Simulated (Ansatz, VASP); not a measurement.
# One calculation of TaN, two programs

```
CELL_PARAMETERS angstrom
3.03587 0.00000 -0.00038
-1.51794 2.62914 0.00000
1.51761 0.87619 2.59559
ATOMIC_POSITIONS crystal
Ta 0.00000 0.00000 0.00000
N 0.00000 0.50000 0.50000
```

Alike in both runs: task single point; functional PBEsol; k mesh 12 × 12 × 13; occupations gaussian, width 0.1 eV; no spin polarisation.

```csv
,VASP,Ansatz
version,VASP 6.6.1,Ansatz 0.2.0
potentials or method,"VASP PAW PBE potentials, release 64 (Ta_pv, N), cutoff 600 eV","scalar-relativistic, plane waves, PAW"
valence electrons in the cell,16,18
```

Ansatz gave:

- gap on the k mesh at the Fermi level (eV): none
- pressure (GPa): 4.1
- traceless stress, the component that is largest in VASP (GPa): -4.03

**Question.** Estimate VASP's values.

**Answer.** gap on the k mesh at the Fermi level (eV): none; pressure (GPa): 5.0; traceless stress, the component that is largest in VASP (GPa): -4.03.

VASP's potentials were made for PBE, not for PBEsol. A gap of «none» marks a metal or a gap that the smearing closes. The functional is the same, so the differences come from potentials, cutoffs and numerics. VASP's potentials hold 16 valence electrons a cell and Ansatz's 18, so a difference there can come from the potentials and not from the codes.

Neither program's run includes spin-orbit coupling.
